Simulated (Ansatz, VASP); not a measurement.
MgO in VASP and in Ansatz

File POSCAR:

```
MgO
1.0
    3.5185777420      0.0000000000      0.0000000000
   -1.7592888710      3.0471777097      0.0000000000
    0.0000000000      0.0000000000      4.2267586678
Mg O
2 2
Direct
    0.6666666667      0.3333333333      0.7500000000
    0.3333333333      0.6666666667      0.2500000000
    0.6666666667      0.3333333333      0.2500000000
    0.3333333333      0.6666666667      0.7500000000
```

Contents of INCAR.step1:

```
SYSTEM = MgO
ALGO     = Normal         ! electronic algorithm
EDIFF    = 1E-4           ! SCF threshold, eV
ENCUT    = 520            ! plane-wave cutoff, eV
GGA      = PE             ! functional
ISMEAR   = 0              ! smearing method
LASPH    = .TRUE.         ! aspherical terms in the spheres
LCHARG   = .FALSE.        ! write CHGCAR
LREAL    = .FALSE.        ! projectors in reciprocal space
LWAVE    = .TRUE.         ! write WAVECAR
NBANDS   = 16             ! bands
NELM     = 80             ! most SCF steps
PREC     = Accurate       ! precision mode
SIGMA    = 0.01           ! smearing width, eV
```

Contents of INCAR.step2:

```
SYSTEM = MgO
ALGO     = Normal         ! electronic algorithm
EDIFF    = 1E-6           ! SCF threshold, eV
ENCUT    = 520            ! plane-wave cutoff, eV
ISIF     = 2              ! what is computed and relaxed
ISMEAR   = 0              ! smearing method
ISTART   = 1            
LASPH    = .TRUE.         ! aspherical terms in the spheres
LCHARG   = .FALSE.        ! write CHGCAR
LMIXTAU  = .TRUE.       
LREAL    = .FALSE.        ! projectors in reciprocal space
LWAVE    = .FALSE.        ! write WAVECAR
METAGGA  = R2SCAN         ! meta-GGA
NBANDS   = 16             ! bands
NELM     = 80             ! most SCF steps
PREC     = Accurate       ! precision mode
SIGMA    = 0.01           ! smearing width, eV
```

KPOINTS

```
k-points
0
G
  9 9 6
  0 0 0
```

Input for Ansatz:

```yaml
crystal:
  lattice:
    - [3.518577742, 0.0, 0.0]
    - [-1.759288871, 3.0471777097, 0.0]
    - [0.0, 0.0, 4.2267586678]
  atoms:
    - { symbol: Mg, position: [0.6666666667, 0.3333333333, 0.75] }
    - { symbol: Mg, position: [0.3333333333, 0.6666666667, 0.25] }
    - { symbol: O, position: [0.6666666667, 0.3333333333, 0.25] }
    - { symbol: O, position: [0.3333333333, 0.6666666667, 0.75] }
kpoints:
  mp_grid: { grid: [9, 9, 6] }
hamiltonian:
  xc: r2scan
scf:
  occupations: { method: fixed }
  n_extra_bands: 5
output:
  forces: true
  stress: true
  eigenvalues: true
```

Alike in both runs: task single point; functional r2SCAN; k mesh 9 × 9 × 6; no spin polarisation.

|  | VASP | Ansatz |
| --- | --- | --- |
| version | VASP 6.6.1 | Ansatz 0.2.0 |
| potentials or method | VASP PAW PBE potentials, release 64 (Mg, O) | plane waves, PAW |
| plane-wave cutoff (eV) | 520 | 500 |
| occupations | gaussian, width 0.01 eV | fixed |
| valence electrons in the cell | 16 | 32 |

VASP gave:

```
gap on the k mesh at the Fermi level (eV)                     : 3.92
pressure (GPa)                                                : -4.6
traceless stress, the component that is largest in VASP (GPa) : -0.35
```

Which values does Ansatz return?

gap on the k mesh at the Fermi level (eV): 3.94; pressure (GPa): -3.8; traceless stress, the component that is largest in VASP (GPa): -0.18.

VASP's potentials were made for PBE, not for r2SCAN. VASP's potentials hold 16 valence electrons a cell and Ansatz's 32, so a difference there can come from the potentials and not from the codes.
